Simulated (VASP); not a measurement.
**ScTaN: single point with PBEsol+D4**

The system is ScTaN.

```
Ta Sc N
1.0
     3.04249    0.00000    0.00000
    -1.52124    2.63487    0.00000
     0.00000    0.00000   10.16992
Ta Sc N
2 2 2
Direct
  0.33333 0.66667 0.24542
  0.66667 0.33333 0.75458
  0.00000 0.00000 0.00000
  0.00000 0.00000 0.50000
  0.33333 0.66667 0.62971
  0.66667 0.33333 0.37029
```

| Property | Result |
| --- | --- |
| Program | VASP 6.6.1 |
| Task | single point |
| Functional | PBEsol |
| Dispersion | D4 |
| Potentials or basis | VASP PAW PBE potentials, release 64 (Ta_pv, Sc_sv, N) |
| Cutoff | 520 eV |
| k mesh | 10 × 10 × 3 |
| Occupations | fermi-dirac, width 0.05 eV |
| Spin | no spin polarisation |

- Pressure: 0.6 GPa
- Largest force: 0.043 eV/Å
- Band gap on the k mesh: zero (band 27 reaches 7.04 eV, above the bottom of band 28 at 6.25 eV)
- Dispersion energy per atom: -0.193 eV

Forces on the atoms (eV/Å):
```
Ta   0.000  0.000 -0.043
Ta   0.000  0.000  0.043
Sc   0.000  0.000  0.000
Sc   0.000  0.000  0.000
N    0.000  0.000  0.024
N    0.000  0.000 -0.024
```

Levels at points of the mesh, in eV from the Fermi level:
```tsv
k point	band 25	band 26	band 27	band 28	band 29	band 30
(0.00, 0.00, 0.00)	-1.26	0.56	0.56	0.78	0.81	1.45
(0.50, 0.00, 0.00)	-1.24	-0.89	-0.37	0.39	0.62	2.07
```

Wall time 2.5 min on 1 thread of Intel(R) Xeon(R) Platinum 8259CL CPU @ 2.50GHz (Skylake/Cascade Lake) (shared host), peak memory 0.26 GiB.

Caveat: the PAW data sets were made with another functional, which shifts forces and pressure a little; spin-orbit coupling is left out, which moves the levels of the heavy elements; pairwise dispersion overbinds metals, which lowers pressure and volume.
